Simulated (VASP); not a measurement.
# SnSe (Fm-3m) in VASP: notebook, part 2 of 2

VASP 6.6.1.

**4. Vibrations by perturbation theory, LDA**

This run uses another cell than the first one, of 21.36 Å³/atom, 1.067 times its volume.

INCAR

```
  ALGO = Normal
  EDIFF = 1E-8
  ENCUT = 520
  GGA = CA
  IBRION = 8
  ISIF = 2
  ISMEAR = 0
  LASPH = True
  LCHARG = False
  LREAL = False
  LWAVE = False
  NBANDS = 17
  NELM = 100
  NSW = 1
  PREC = Accurate
  SIGMA = 0.01
```

KPOINTS

```
k-points
0
Gamma
  12 12 12
```

POSCAR

```
SnSe
1.0
    0.0000000000      2.7744014326      2.7744014326
    2.7744014326      0.0000000000      2.7744014326
    2.7744014326      2.7744014326      0.0000000000
Sn Se
1 1
Direct
    0.0000000000      0.0000000000      0.0000000000
    0.5000000000      0.5000000000      0.5000000000
```

Potentials or basis: VASP PAW LDA potentials, release 64 (Sn_d, Se).

Launch:

```console
$ cat potpaw_LDA.64/Sn_d/POTCAR potpaw_LDA.64/Se/POTCAR > POTCAR
$ mpirun -np 1 vasp_std > vasp.out
```

OUTCAR:

```text
EDIFF = 1E-8
   ENCUT = 520
   GGA = CA
   IBRION = 8
   ISIF = 2
   ISMEAR = 0
   LASPH = True
   LREAL = False
   NELM = 100
   NSW = 1
   PREC = Accurate

 ion  position               nearest neighbor table
   1  0.000  0.000  0.000-   2 2.77   2 2.77   2 2.77   2 2.77   2 2.77   2 2.77
   2  0.500  0.500  0.500-   1 2.77   1 2.77   1 2.77   1 2.77   1 2.77   1 2.77

  LATTYP: Found a face centered cubic cell.
 ALAT       =     5.5488028652

  Lattice vectors:

 A1 = (   0.0000000000,   2.7744014326,   2.7744014326)
 A2 = (   2.7744014326,   0.0000000000,   2.7744014326)
 A3 = (   2.7744014326,   2.7744014326,   0.0000000000)

Analysis of symmetry for initial positions (statically):
=====================================================================
 Subroutine PRICEL returns:
 Original cell was already a primitive cell.

 Routine SETGRP: Setting up the symmetry group for a
 face centered cubic supercell.

 Subroutine GETGRP returns: Found 48 space group operations
 (whereof 48 operations were pure point group operations)
 out of a pool of 48 trial point group operations.

The static configuration has the point symmetry O_h .

Analysis of symmetry for dynamics (positions and initial velocities):
=====================================================================
 Subroutine PRICEL returns:
 Original cell was already a primitive cell.

 Routine SETGRP: Setting up the symmetry group for a
 face centered cubic supercell.

 Subroutine GETGRP returns: Found 48 space group operations
 (whereof 48 operations were pure point group operations)
 out of a pool of 48 trial point group operations.

The dynamic configuration has the point symmetry O_h .

 Subroutine INISYM returns: Found 48 space group operations
 (whereof 48 operations are pure point group operations),
 and found     1 'primitive' translations

----------------------------------------------------------------------------------------

                                     Primitive cell

  volume of cell :      42.7108

  direct lattice vectors                    reciprocal lattice vectors
     0.000000000  2.774401433  2.774401433    -0.180219053  0.180219053  0.180219053
     2.774401433  0.000000000  2.774401433     0.180219053 -0.180219053  0.180219053
     2.774401433  2.774401433  0.000000000     0.180219053  0.180219053 -0.180219053

  length of vectors
     3.923596133  3.923596133  3.923596133     0.312148557  0.312148557  0.312148557

  position of ions in fractional coordinates (direct lattice)
     0.000000000  0.000000000  0.000000000
     0.500000000  0.500000000  0.500000000

  ion indices of the primitive-cell ions
   primitive index   ion index
                 1           1
                 2           2

[... 119 lines left out ...]

  energy without entropy =       -9.12289796  energy(sigma->0) =       -9.12289796

 E-fermi :   8.9005     XC(G=0): -11.0089

 val. band max:        8.8501143405   @ k =  -0.2500   0.1667   0.0000
 cond. band min:       8.9642872388   @ k =  -0.4167   0.0833   0.0000
 fundamental gap:      0.1141728983
 Fermi energy:         8.9005239839

 k-point     1 :       0.0000    0.0000    0.0000
  band No.  band energies     occupation
      1     -13.0882      2.00000
      2     -13.0882      2.00000
      3     -13.0711      2.00000
      4     -13.0711      2.00000
      5     -13.0711      2.00000
      6      -7.2902      2.00000
[... 457 lines left out ...]
      4     -13.0441      2.00000
      5     -13.0370      2.00000
      6      -5.5435      2.00000
[... 9 lines left out ...]
     16      17.8807      0.00000
     17      21.0421      0.00000

 [... further k-points ...]
[... 5 lines left out ...]
  --------------------------------------------------------------------------------------
  -------------------------------------------------------------------------------------
  Total        4.3297092      4.3297092      4.3297092      0.0000000      0.0000000      0.0000000
  in kB      162.4169750    162.4169750    162.4169750      0.0000000      0.0000000      0.0000000
  external PRESSURE =     162.4169750 kB  Pullay stress =       0.0000000 kB

 VOLUME and BASIS-vectors are now :
 -----------------------------------------------------------------------------
  energy-cutoff  :      520.00
  volume of cell :       42.71
      direct lattice vectors                 reciprocal lattice vectors
     0.000000000  2.774401433  2.774401433    -0.180219053  0.180219053  0.180219053
     2.774401433  0.000000000  2.774401433     0.180219053 -0.180219053  0.180219053
     2.774401433  2.774401433  0.000000000     0.180219053  0.180219053 -0.180219053

 POSITION                                       TOTAL-FORCE (eV/Angst)
 -----------------------------------------------------------------------------------
      0.00000      0.00000      0.00000         0.000000     -0.000000      0.000000
      2.77440      2.77440      2.77440        -0.000000      0.000000     -0.000000
 -----------------------------------------------------------------------------------
    total drift:                               -0.000000      0.000000      0.000000

  FREE ENERGIE OF THE ION-ELECTRON SYSTEM (eV)
  ---------------------------------------------------
  free  energy   TOTEN  =        -9.1228979595 eV

  energy  without entropy=       -9.1228979595  energy(sigma->0) =       -9.12289796

[... ionic steps 2 to 3 ...]

--------------------------------------- Ionic step        4  -------------------------------------------

------------------------ aborting loop because EDIFF is reached ----------------------------------------

[... ionic steps 5 to 6 ...]

--------------------------------------- Ionic step        7  -------------------------------------------

 Free energy of the ion-electron system (eV)
  ---------------------------------------------------
  ---------------------------------------------------
  free energy    TOTEN  =        -0.08200171 eV

  energy without entropy =       -0.08200171

------------------------ aborting loop because EDIFF is reached ----------------------------------------

 INTERNAL STRAIN TENSOR  FOR ION    2  DIRECTION 1   (eV/Angst):
 -----------------------------------------------------------------------------
    -0.01884 -0.00000  0.00000
    -0.00000  0.00913  0.00000
     0.00000  0.00000  0.00913

 INTERNAL STRAIN TENSOR FOR ION    2 for displacements in x,y,z  (eV/Angst):
          X           Y           Z          XY          YZ          ZX
  --------------------------------------------------------------------------------
  x     0.00000     0.00000     0.00000     0.00000     0.00000     0.00000
  y     0.00000     0.00000     0.00000     0.00000     0.00000     0.00000
  z     0.00000     0.00000     0.00000     0.00000     0.00000     0.00000

 SECOND DERIVATIVES (NOT SYMMETRIZED)
 ------------------------------------
               1X          1Y          1Z          2X          2Y          2Z
  1X    -3.052303    0.000000    0.000000    3.052303    0.000000    0.000000
  1Y     0.000000   -3.052303    0.000000    0.000000    3.052303    0.000000
  1Z     0.000000    0.000000   -3.052303    0.000000    0.000000    3.052303
  2X     3.032341    0.000000    0.000000   -3.032341    0.000000    0.000000
  2Y     0.000000    3.032341    0.000000    0.000000   -3.032341    0.000000
  2Z     0.000000    0.000000    3.032341    0.000000    0.000000   -3.032341

 Eigenvectors and eigenvalues of the dynamical matrix
 ----------------------------------------------------

   1 f  =    3.958528 THz    24.872166 2PiTHz  132.042285 cm-1    16.371150 meV
             X         Y         Z           dx          dy          dz
      0.000000  0.000000  0.000000    -0.182252    0.606476    0.000000
      2.774401  2.774401  2.774401     0.222734   -0.741188    0.000000
[... 21 lines left out ...]
   6 f/i=    0.006365 THz     0.039991 2PiTHz    0.212308 cm-1     0.026323 meV
             X         Y         Z           dx          dy          dz
      0.000000  0.000000  0.000000     0.000000    0.000000    0.773932
      2.774401  2.774401  2.774401     0.000000    0.000000    0.633269

--------------------------------------------------------------------------------------------------------

 ELASTIC MODULI CONTR FROM IONIC RELAXATION (kBar)
 Direction    XX          YY          ZZ          XY          YZ          ZX
 --------------------------------------------------------------------------------
 XX           0.0000      0.0000      0.0000      0.0000      0.0000      0.0000
 YY           0.0000      0.0000      0.0000      0.0000      0.0000      0.0000
 ZZ           0.0000      0.0000      0.0000      0.0000      0.0000      0.0000
 XY           0.0000      0.0000      0.0000      0.0000      0.0000      0.0000
 YZ           0.0000      0.0000      0.0000      0.0000      0.0000      0.0000
 ZX           0.0000      0.0000      0.0000      0.0000      0.0000      0.0000
 --------------------------------------------------------------------------------
```

It used 790 s of CPU time on 1 thread of AMD EPYC 7R13 Processor (Zen 3) (shared host).

Results:

- Highest phonon frequency at Γ, LO-TO splitting left out: 132 cm⁻¹

Phonon frequencies in cm⁻¹ (negative: imaginary):
```
              q point        frequencies
(0.000, 0.000, 0.000)  0 0 0 132 132 132
```

Caveat: the cell wasn't relaxed at this level first, which shifts response properties; spin-orbit coupling is left out, which moves the levels of the heavy elements.

**5. Vibrations by perturbation theory, LDA**

This run uses another cell than the first one, of 20.71 Å³/atom, 1.035 times its volume.

INCAR

```
PREC     = Accurate       # precision mode
ENCUT    = 520            # plane-wave cutoff, eV
EDIFF    = 1E-8           # SCF threshold, eV
ISMEAR   = 0              # smearing method
SIGMA    = 0.01           # smearing width, eV
LREAL    = F              # projectors in reciprocal space
LASPH    = T              # aspherical terms in the spheres
NELM     = 100            # most SCF steps
ALGO     = Normal         # electronic algorithm
ISIF     = 2              # what is computed and relaxed
LWAVE    = F              # write WAVECAR
LCHARG   = F              # write CHGCAR
IBRION   = 8              # ionic algorithm
NSW      = 1              # ionic steps
```

KPOINTS

```
Automatic mesh
0
Gamma
  12 12 12
```

POSCAR

```
SnSe
1.0
    0.0000000000      2.7461061869      2.7461061869
    2.7461061869      0.0000000000      2.7461061869
    2.7461061869      2.7461061869      0.0000000000
Sn Se
1 1
Direct
    0.0000000000      0.0000000000      0.0000000000
    0.5000000000      0.5000000000      0.5000000000
```

Potentials or basis: VASP PAW LDA potentials, release 64 (Sn_d, Se).

Launch:

```console
$ cat potpaw_LDA.64/Sn_d/POTCAR potpaw_LDA.64/Se/POTCAR > POTCAR
$ mpirun -np 1 vasp_std > vasp.out
```

OUTCAR:

```text
PREC = Accurate
   ENCUT = 520
   EDIFF = 1E-8
   ISMEAR = 0
   LREAL = F
   LASPH = T
   NELM = 100
   ISIF = 2
   IBRION = 8
   NSW = 1

 ion  position               nearest neighbor table
   1  0.000  0.000  0.000-   2 2.75   2 2.75   2 2.75   2 2.75   2 2.75   2 2.75
   2  0.500  0.500  0.500-   1 2.75   1 2.75   1 2.75   1 2.75   1 2.75   1 2.75

  LATTYP: Found a face centered cubic cell.
 ALAT       =     5.4922123738

  Lattice vectors:

 A1 = (   0.0000000000,   2.7461061869,   2.7461061869)
[... 664 lines left out ...]
  1X    -3.616268    0.000000    0.000000    3.616268    0.000000    0.000000
  1Y     0.000000   -3.616268    0.000000    0.000000    3.616268    0.000000
  1Z     0.000000    0.000000   -3.616268    0.000000    0.000000    3.616268
  2X     3.620038    0.000000    0.000000   -3.620038    0.000000    0.000000
  2Y     0.000000    3.620038    0.000000    0.000000   -3.620038    0.000000
  2Z     0.000000    0.000000    3.620038    0.000000    0.000000   -3.620038

 Eigenvectors and eigenvalues of the dynamical matrix
 ----------------------------------------------------

   1 f  =    4.318571 THz    27.134384 2PiTHz  144.052037 cm-1    17.860168 meV
             X         Y         Z           dx          dy          dz
      0.000000  0.000000  0.000000     0.000000    0.631826    0.000000
      2.746106  2.746106  2.746106     0.000000   -0.775110    0.000000
[... 21 lines left out ...]
   6 f/i=    0.001102 THz     0.006923 2PiTHz    0.036753 cm-1     0.004557 meV
             X         Y         Z           dx          dy          dz
      0.000000  0.000000  0.000000     0.000000    0.000000    0.775110
      2.746106  2.746106  2.746106     0.000000    0.000000    0.631826

--------------------------------------------------------------------------------------------------------

 ELASTIC MODULI CONTR FROM IONIC RELAXATION (kBar)
 Direction    XX          YY          ZZ          XY          YZ          ZX
 --------------------------------------------------------------------------------
 XX           0.0000      0.0000      0.0000      0.0000      0.0000      0.0000
 YY           0.0000      0.0000      0.0000      0.0000      0.0000      0.0000
 ZZ           0.0000      0.0000      0.0000      0.0000      0.0000      0.0000
 XY           0.0000      0.0000      0.0000      0.0000      0.0000      0.0000
 YZ           0.0000      0.0000      0.0000      0.0000      0.0000      0.0000
 ZX           0.0000      0.0000      0.0000      0.0000      0.0000      0.0000
 --------------------------------------------------------------------------------
```

OSZICAR:

```text
N       E                     dE             d eps       ncg     rms          rms(c)
DAV:   1     0.133836830471E+03    0.13384E+03   -0.10411E+04  2046   0.193E+03
DAV:   2     0.260827529188E+01   -0.13123E+03   -0.12889E+03  2148   0.415E+02
[... 43 lines left out ...]
RMM:   5    -0.817167057267E-01   -0.35847E-04   -0.38003E-06  8361   0.159E-02    0.416E-03
RMM:   6    -0.817077862799E-01    0.89194E-05   -0.60762E-07  8363   0.528E-03    0.218E-03
RMM:   7    -0.817041466615E-01    0.36396E-05   -0.37346E-08  8469   0.129E-03    0.945E-04
RMM:   8    -0.817023160983E-01    0.18306E-05    0.25253E-08  8508   0.554E-04    0.123E-04
RMM:   9    -0.817020142760E-01    0.30182E-06    0.18169E-07  8966   0.162E-04    0.219E-05
RMM:  10    -0.817019524892E-01    0.61787E-07    0.10210E-07  8769   0.550E-05    0.450E-06
RMM:  11    -0.817019571445E-01   -0.46553E-08   -0.57192E-08  9099   0.209E-05    0.326E-06
 Linear response finished
```

It took 5.6 min on 1 thread of Intel Xeon Platinum 8259CL at 2.50GHz (Skylake/Cascade Lake), shared host; peak memory 0.37 GiB.

What came out:

```
Highest phonon frequency at Γ, LO-TO splitting left out : 144 cm⁻¹
```

Phonon frequencies in cm⁻¹ (negative: imaginary):
```tsv
q point	frequencies
(0.000, 0.000, 0.000)	0 0 0 144 144 144
```

Caveat: the cell wasn't relaxed at this level first, which shifts response properties; spin-orbit coupling is left out, which moves the levels of the heavy elements.
